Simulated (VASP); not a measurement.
Write the native input for VASP 6.6.1 that does the following.

```
Task                   : single point
Functional             : PBE
Potentials or basis    : VASP PAW PBE potentials, release 64 (Sb)
Cutoff                 : 520 eV
k mesh                 : 8 × 8 × 8
Occupations            : fermi-dirac, width 0.02 eV
Spin                   : no spin polarisation
Dipole correction      : no
Further INCAR settings : ALGO = Normal; EDIFF = 1e-06; NBANDS = 12
```

The structure of Sb lies in POSCAR:

```
Sb
1.0
    2.1647005608      1.2497904515      3.8274104700
   -2.1647005608      1.2497904515      3.8274104700
    0.0000000000     -2.4995809030      3.8274104700
Sb
2
Direct
    0.2315156436      0.2315156436      0.2315156436
    0.7684843564      0.7684843564      0.7684843564
```

These files were run (other wordings do the same):

INCAR

```
SYSTEM = Sb
PREC = Accurate ; ENCUT = 520
EDIFF = 1E-6 ; ISMEAR = -1
SIGMA = 0.02 ; LREAL = .FALSE.
LASPH = .TRUE. ; NELM = 80
ALGO = Normal ; ISIF = 2
LWAVE = .FALSE. ; LCHARG = .FALSE.
GGA = PE ; NBANDS = 12
```

KPOINTS

```
Automatic mesh
0
G
  8 8 8
  0 0 0
```

Potentials or basis: VASP PAW PBE potentials, release 64 (Sb).

The run is started by

```sh
$ cat potpaw_PBE.64/Sb/POTCAR > POTCAR
$ mpirun -np 1 vasp_std > vasp.out
```

Results of the run:

- Pressure: 1.9 GPa
- Largest force: 0.267 eV/Å
- Band gap on the k mesh: zero (band 5 reaches 7.04 eV, above the bottom of band 6 at 6.72 eV)

Caveat: spin-orbit coupling is left out, which moves the levels of the heavy elements.

Run time: 33 s on 1 thread of Intel(R) Xeon(R) Platinum 8375C CPU @ 2.90GHz (Ice Lake) (shared host), peak memory 0.22 GiB.
